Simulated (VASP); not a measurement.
CdGeAs2: relaxation of cell and atoms with LDA

Crystal: CdGeAs2.

```xyz
4
Lattice="4.1464 0.0000 0.0000 0.0000 4.1464 0.0000 0.0000 0.0000 6.1513" Properties=species:S:1:pos:R:3 pbc="T T T"
Cd    0.0000    0.0000    0.0000
As    0.0000    2.0732    1.6340
As    2.0732    0.0000    4.5173
Ge    2.0732    2.0732    3.0757
```

| Property | Result |
| --- | --- |
| Program | VASP 6.6.1 |
| Task | relaxation of cell and atoms |
| Functional | LDA |
| Potentials or basis | VASP PAW LDA potentials, release 64 (Cd, As, Ge_d) |
| Cutoff | 500 eV |
| k mesh | 6 × 6 × 4 |
| Occupations | fermi-dirac, width 0.02 eV |
| Spin | no spin polarisation |
| Dipole correction | no |
| Further INCAR settings | ALGO = Normal; EDIFF = 1e-07; IBRION = 2; EDIFFG = -0.005; NSW = 80; ISIF = 3 |

| Item | Value |
| --- | --- |
| Relaxed volume | 24.52 Å³/atom |
| Relaxed cell | a = 4.050 Å, b = 4.050 Å, c = 5.979 Å, α = 90.00°, β = 90.00°, γ = 90.00° |
| Space group after relaxing (to 0.1 Å) | P-4m2 (No. 115) |
| Energy gained by relaxing | 26.6 meV/atom |
| Ionic steps | 9 |
| Pressure after relaxing | 0.0 GPa |
| Band gap on the k mesh | zero (bands 18 and 19 overlap by 0.36 eV) |

Step by step:
```csv
step,energy change (eV),largest force (eV/Å),pressure (GPa),volume (Å³)
1,0.0000,0.0925,-4.10,105.76
2,-0.0940,0.0643,1.67,95.73
3,-0.1059,0.0749,0.02,98.07
4,-0.1059,0.0754,-0.08,98.22
5,-0.1063,0.0368,-0.08,98.22
6,-0.1064,0.0029,-0.08,98.23
7,-0.1065,0.0013,0.06,98.02
8,-0.1065,0.0017,0.02,98.07
9,-0.1065,0.0012,0.01,98.09
```

Final structure:
```
Cd As Ge
1.0
     4.05037    0.00000    0.00000
     0.00000    4.05037    0.00000
     0.00000    0.00000    5.97922
Cd As Ge
1 2 1
Cartesian
  0.0000 0.0000 0.0000
  0.0000 2.0252 1.5783
  2.0252 4.0504 4.4009
  2.0252 2.0252 2.9896
```

Levels at points of the mesh, in eV from the Fermi level:
```
           k point  band 16  band 17  band 18  band 19  band 20  band 21
(0.00, 0.00, 0.00)    -0.98    -0.41     0.12     0.12     0.59     2.23
(0.50, 0.00, 0.00)    -3.64    -2.49    -0.36     0.62     3.84     4.15
(0.50, 0.50, 0.00)    -2.95    -2.95    -2.01     0.94     1.12     1.12
(0.00, 0.00, 0.50)    -2.87    -0.92    -0.92     0.64     0.85     3.36
(0.50, 0.00, 0.50)    -1.87    -1.15    -0.70    -0.24     1.65     3.25
(0.50, 0.50, 0.50)    -3.55    -3.55    -3.15     2.53     3.71     3.71
```

It took 4.5 min on 1 thread of Intel(R) Xeon(R) Platinum 8259CL CPU @ 2.50GHz (Skylake/Cascade Lake) (shared host), peak memory 0.22 GiB.
